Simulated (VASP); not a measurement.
# LaH3Pt (Pm-3m) in VASP: density of states with PBEsol

Aim: the density of states of LaH3Pt with PBEsol.

Program: VASP 6.6.1. These are calculated values, not measurements. Logs are shortened: lines on timing, memory, paths and dates and some standing lists are left out, and cuts for length are marked.

### Step 1. The cell of the first run

It takes space group Pm-3m (No. 221, cubic). Conventional cell: a = 3.809 Å, b = 3.809 Å, c = 3.809 Å, α = 90.00°, β = 90.00°, γ = 90.00°. Pt (site symmetry m-3m) has 6 H at 1.90 Å within 2.5 Å. H (site symmetry 4/mmm) has 2 Pt at 1.90 Å within 2.5 Å. Within 3.6 Å of La (site symmetry m-3m) lie 12 H at 2.69 Å and 8 Pt at 3.30 Å.

### Step 2. Density of states, PBEsol

POSCAR

```
LaH3Pt
1.0
    3.8086370000      0.0000000000      0.0000000000
    0.0000000000      3.8086370000      0.0000000000
    0.0000000000      0.0000000000      3.8086370000
Pt H La
1 3 1
Direct
    0.0000000000      0.0000000000      0.0000000000
    0.5000000000      0.0000000000      0.0000000000
    0.0000000000      0.5000000000      0.0000000000
    0.0000000000      0.0000000000      0.5000000000
    0.5000000000      0.5000000000      0.5000000000
```

INCAR.step1

```
ALGO = Normal
EDIFF = 1E-6
ENCUT = 520
GGA = PS
ISIF = 2
ISMEAR = -1
LASPH = True
LCHARG = True
LMAXMIX = 6
LREAL = False
LWAVE = False
NBANDS = 20
NELM = 100
PREC = Accurate
SIGMA = 0.1
```

KPOINTS.step1

```
k-points
0
Gamma
  9 9 9
```

INCAR.step2

```
ALGO = Normal
EDIFF = 1E-6
ENCUT = 520
GGA = PS
ICHARG = 11
ISIF = 2
ISMEAR = -5
LASPH = True
LCHARG = False
LMAXMIX = 6
LORBIT = 11
LREAL = False
LWAVE = False
NEDOS = 2001
NELM = 100
PREC = Accurate
SIGMA = 0.1
```

KPOINTS.step2

```
k-points
0
Gamma
  14 14 14
```

Potentials or basis: VASP PAW PBE potentials, release 64 (Pt, H, La).

The run is started by

```
$ cat potpaw_PBE.64/Pt/POTCAR potpaw_PBE.64/H/POTCAR potpaw_PBE.64/La/POTCAR > POTCAR
$ cp INCAR.step1 INCAR
$ cp KPOINTS.step1 KPOINTS
$ mpirun -np 1 vasp_std > vasp.out
$ cp INCAR.step2 INCAR
$ cp KPOINTS.step2 KPOINTS
$ mpirun -np 1 vasp_std > vasp.out
```

OUTCAR:

```text
EDIFF = 1E-6
   ENCUT = 520
   GGA = PS
   ICHARG = 11
   ISIF = 2
   ISMEAR = -5
   LASPH = True
   LORBIT = 11
   LREAL = False
   NELM = 100
   PREC = Accurate

 ion  position               nearest neighbor table
   1  0.000  0.000  0.000-   2 1.90   3 1.90   4 1.90   4 1.90   3 1.90   2 1.90   5 3.30   5 3.30
                             5 3.30   5 3.30   5 3.30   5 3.30   5 3.30   5 3.30
   2  0.500  0.000  0.000-   1 1.90   1 1.90
   3  0.000  0.500  0.000-   1 1.90   1 1.90
   4  0.000  0.000  0.500-   1 1.90   1 1.90
   5  0.500  0.500  0.500-   1 3.30   1 3.30   1 3.30   1 3.30   1 3.30   1 3.30   1 3.30   1 3.30

  LATTYP: Found a simple cubic cell.
 ALAT       =     3.8086370000

  Lattice vectors:

 A1 = (   3.8086370000,   0.0000000000,   0.0000000000)
 A2 = (   0.0000000000,   3.8086370000,   0.0000000000)
 A3 = (   0.0000000000,   0.0000000000,   3.8086370000)

Analysis of symmetry for initial positions (statically):
=====================================================================
 Subroutine PRICEL returns:
 Original cell was already a primitive cell.

 Routine SETGRP: Setting up the symmetry group for a
 simple cubic supercell.

 Subroutine GETGRP returns: Found 48 space group operations
 (whereof 48 operations were pure point group operations)
 out of a pool of 48 trial point group operations.

The static configuration has the point symmetry O_h .

Analysis of symmetry for dynamics (positions and initial velocities):
=====================================================================
 Subroutine PRICEL returns:
 Original cell was already a primitive cell.

 Routine SETGRP: Setting up the symmetry group for a
 simple cubic supercell.

 Subroutine GETGRP returns: Found 48 space group operations
 (whereof 48 operations were pure point group operations)
 out of a pool of 48 trial point group operations.

The dynamic configuration has the point symmetry O_h .

 Subroutine INISYM returns: Found 48 space group operations
 (whereof 48 operations are pure point group operations),
 and found     1 'primitive' translations

----------------------------------------------------------------------------------------

                                     Primitive cell

  volume of cell :      55.2470

  direct lattice vectors                    reciprocal lattice vectors
     3.808637000  0.000000000  0.000000000     0.262561121  0.000000000  0.000000000
     0.000000000  3.808637000  0.000000000     0.000000000  0.262561121  0.000000000
     0.000000000  0.000000000  3.808637000     0.000000000  0.000000000  0.262561121

[... 103 lines left out ...]
   NUPDOWN=      -1.0000    fix difference up-down
   EMIN   =  10.00;   EMAX   =-10.00  energy-range for DOS
   EFERMI =   0.00;   METHOD = LEGACY
   ISMEAR =    -5;   SIGMA  =   0.10  broadening in eV -4-tet -1-fermi 0-gaus
   EFERMI_NEDOS =   21; number of points for ismear=-14 and -15
   IALGO  =     38    algorithm
   IMIX   =      4    mixing-type and parameters
     AMIX     =   0.40;   BMIX     =  1.00
     AMIX_MAG =   1.60;   BMIX_MAG =  1.00
  volume/ion in A,a.u.               =      11.05        74.57
  Fermi-wavevector in a.u.,A,eV,Ry     =   1.239869  2.343012 20.915885  1.537274
  Thomas-Fermi vector in A             =   2.374334
   LORBIT       =     11    0 simple, 1 ext, 2 COOP (PROOUT), +10 PAW based schemes
   GGA     = PS    functional components
   LHFCALC =     F    Hartree Fock is set to
   AEXX    =    0.0000 exact exchange contribution
   IVDW    =     0    specifies the selected vdW correction
   LEPSILON=     F    determine dielectric tensor
   LRPA    =     F    only Hartree local field effects (RPA)
 non-spin polarized calculation
 Fermi weights with tetrahedron method with Bloechl corrections
  energy-cutoff  :      520.00
  volume of cell :       55.25
 maximum number of plane-waves:      1503

 number of electron      23.9999995 magnetization

 Free energy of the ion-electron system (eV)
  ---------------------------------------------------
  ext. energy  EPLUGINS =         0.00000000
  ---------------------------------------------------
  free energy    TOTEN  =       -25.17108030 eV

  energy without entropy =      -25.17108030  energy(sigma->0) =      -25.17108030

 E-fermi :   9.4937     XC(G=0): -11.3536

 val. band max:        9.6436268220   @ k =   0.1429   0.1429   0.1429
 cond. band min:       9.4618734267   @ k =   0.4286   0.2143   0.0000
 fundamental gap:     -0.1817533953
 Fermi energy:         9.4936978179

 k-point     1 :       0.0000    0.0000    0.0000
  band No.  band energies     occupation
      1     -23.6695      2.00000
      2      -7.1329      2.00000
      3      -7.1329      2.00000
      4      -7.1329      2.00000
      5      -0.5814      2.00000
      6       1.5683      2.00000
[... 433 lines left out ...]
      3      -7.4115      2.00000
      4      -7.0521      2.00000
      5       1.1676      2.00000
      6       2.2421      2.00000
[... 8 lines left out ...]
     15      10.9067      0.00000
     16      11.2208      0.00000

 [... further k-points ...]
[... 5 lines left out ...]
  --------------------------------------------------------------------------------------
  -------------------------------------------------------------------------------------
  Total       -0.1724159     -0.1724159     -0.1724159      0.0000000      0.0000000      0.0000000
  in kB       -5.0001047     -5.0001047     -5.0001047      0.0000000      0.0000000      0.0000000
  external PRESSURE =      -5.0001047 kB  Pullay stress =       0.0000000 kB

 VOLUME and BASIS-vectors are now :
 -----------------------------------------------------------------------------
  energy-cutoff  :      520.00
  volume of cell :       55.25
      direct lattice vectors                 reciprocal lattice vectors
     3.808637000  0.000000000  0.000000000     0.262561121  0.000000000  0.000000000
     0.000000000  3.808637000  0.000000000     0.000000000  0.262561121  0.000000000
     0.000000000  0.000000000  3.808637000     0.000000000  0.000000000  0.262561121

 POSITION                                       TOTAL-FORCE (eV/Angst)
 -----------------------------------------------------------------------------------
      0.00000      0.00000      0.00000         0.000000      0.000000      0.000000
      1.90432      0.00000      0.00000         0.000000      0.000000      0.000000
      0.00000      1.90432      0.00000         0.000000      0.000000      0.000000
      0.00000      0.00000      1.90432         0.000000      0.000000      0.000000
      1.90432      1.90432      1.90432         0.000000      0.000000      0.000000
 -----------------------------------------------------------------------------------
    total drift:                               -0.000000      0.000000      0.000000

  FREE ENERGIE OF THE ION-ELECTRON SYSTEM (eV)
  ---------------------------------------------------
  free  energy   TOTEN  =       -25.1710803017 eV

  energy  without entropy=      -25.1710803017  energy(sigma->0) =      -25.17108030

 total charge

# of ion       s       p       d       f       tot
--------------------------------------------------
    1        0.722   0.630   8.189   0.000   9.541
    2        0.479   0.026   0.000   0.000   0.504
    3        0.479   0.026   0.000   0.000   0.504
    4        0.479   0.026   0.000   0.000   0.504
    5        2.024   5.631   0.754   0.153   8.562
--------------------------------------------------
tot          4.182   6.338   8.943   0.153  19.615
```

OUTCAR.step1:

```text
EDIFF = 1E-6
   ENCUT = 520
   GGA = PS
   ISIF = 2
[... 785 lines left out ...]
      1.90432      0.00000      0.00000         0.000000      0.000000      0.000000
      0.00000      1.90432      0.00000         0.000000      0.000000      0.000000
      0.00000      0.00000      1.90432         0.000000      0.000000      0.000000
      1.90432      1.90432      1.90432         0.000000      0.000000      0.000000
 -----------------------------------------------------------------------------------
    total drift:                               -0.000000      0.000000      0.000000

  FREE ENERGIE OF THE ION-ELECTRON SYSTEM (eV)
  ---------------------------------------------------
  free  energy   TOTEN  =       -25.2121967323 eV

  energy  without entropy=      -25.1651619374  energy(sigma->0) =      -25.18867933
```

Run time: 94 s. Hardware: 1 thread of Intel Xeon Platinum 8259CL at 2.50GHz (Skylake/Cascade Lake), shared host; peak memory 0.27 GiB.

Results:

```yaml
Valence_electrons_inside_the_program's_atomic_spheres: Pt 9.54; H 0.50; La 8.56
```

Levels at points of the mesh, in eV from the Fermi level:
```tsv
k point	band 8	band 9	band 10	band 11	band 12	band 13	band 14	band 15	band 16
(0.00, 0.00, 0.00)	-3.67	-3.67	-3.67	0.36	0.36	1.42	1.42	1.42	1.54
(0.50, 0.00, 0.00)	-3.78	-3.78	-3.55	-3.22	-0.89	0.32	0.32	1.59	1.64
(0.50, 0.50, 0.00)	-4.75	-4.36	-4.36	-3.44	-3.21	1.03	1.51	1.53	1.53
(0.50, 0.50, 0.50)	-3.96	-3.96	-3.96	-3.41	-3.41	-2.29	1.66	1.66	1.66
```

Caveat: the PAW data sets were made with another functional, which shifts forces and pressure a little; spin-orbit coupling is left out, which moves the levels of the heavy elements; tetrahedron occupations give inexact forces and stress in metals.
